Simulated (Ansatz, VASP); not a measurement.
This is a calculation of InAs for Ansatz 0.2.0.

The input input.yaml:

```yaml
crystal:
  lattice:
    - [0.0, 2.877304, 2.877304]
    - [2.877304, 0.0, 2.877304]
    - [2.877304, 2.877304, 0.0]
  atoms:
    - { symbol: In, position: [0.5, 0.5, 0.5] }
    - { symbol: As, position: [0.0, 0.0, 0.0] }
kpoints:
  mp_grid: { grid: [8, 8, 8] }
scf:
  occupations: { method: gaussian, width: 0.05 }
hamiltonian:
  xc: pbesol
  pseudopotentials: { kind: all_electron, lapw: { basis_error: 0.001 } }
output:
  forces: true
  stress: true
  eigenvalues: true
```

Potentials or basis: all-electron LAPW, scalar-relativistic.

The run is started by

```bash
$ ansatz run input.yaml --threads 1 --pin off --max-ram 3072MiB --backend cpu --events-out ev --progress --plain --runs-dir out
```

Problem. Set up the same calculation for VASP 6.6.1. Potentials there: VASP PAW PBE potentials, release 64 (In_d, As).

Solution. As run (the cutoff follows the program's own potentials):

Contents of INCAR:

```
SYSTEM = InAs
PREC     = Accurate       ! precision mode
ENCUT    = 520            ! plane-wave cutoff, eV
EDIFF    = 1E-6           ! SCF threshold, eV
ISMEAR   = 0              ! smearing method
SIGMA    = 0.05           ! smearing width, eV
LREAL    = .FALSE.        ! projectors in reciprocal space
LASPH    = .TRUE.         ! aspherical terms in the spheres
NELM     = 60             ! most SCF steps
ALGO     = Normal         ! electronic algorithm
ISIF     = 2              ! what is computed and relaxed
LWAVE    = .FALSE.        ! write WAVECAR
LCHARG   = .FALSE.        ! write CHGCAR
GGA      = PS             ! functional
NBANDS   = 16             ! bands
```

Contents of KPOINTS:

```
regular mesh
0
G
  8 8 8
  0 0 0
```

The input POSCAR:

```
InAs
1.0
    0.0000000000      2.8773040000      2.8773040000
    2.8773040000      0.0000000000      2.8773040000
    2.8773040000      2.8773040000      0.0000000000
In As
1 1
Direct
    0.5000000000      0.5000000000      0.5000000000
    0.0000000000      0.0000000000      0.0000000000
```

Potentials or basis: VASP PAW PBE potentials, release 64 (In_d, As).

Command:

```bash
$ cat potpaw_PBE.64/In_d/POTCAR potpaw_PBE.64/As/POTCAR > POTCAR
$ mpirun -np 1 vasp_std > vasp.out
```

Both were run:

|  | VASP | Ansatz | Ansatz less VASP |
| --- | --- | --- | --- |
| gap on the k mesh at the Fermi level (eV) | none | none | - |
| pressure (GPa) | -3.2 | -3.3 | -0.07 |

VASP's potentials were made for PBE, not for PBEsol. A gap of «none» marks a metal or a gap that the smearing closes. Ansatz ran all-electron here, and VASP with PAW potentials.
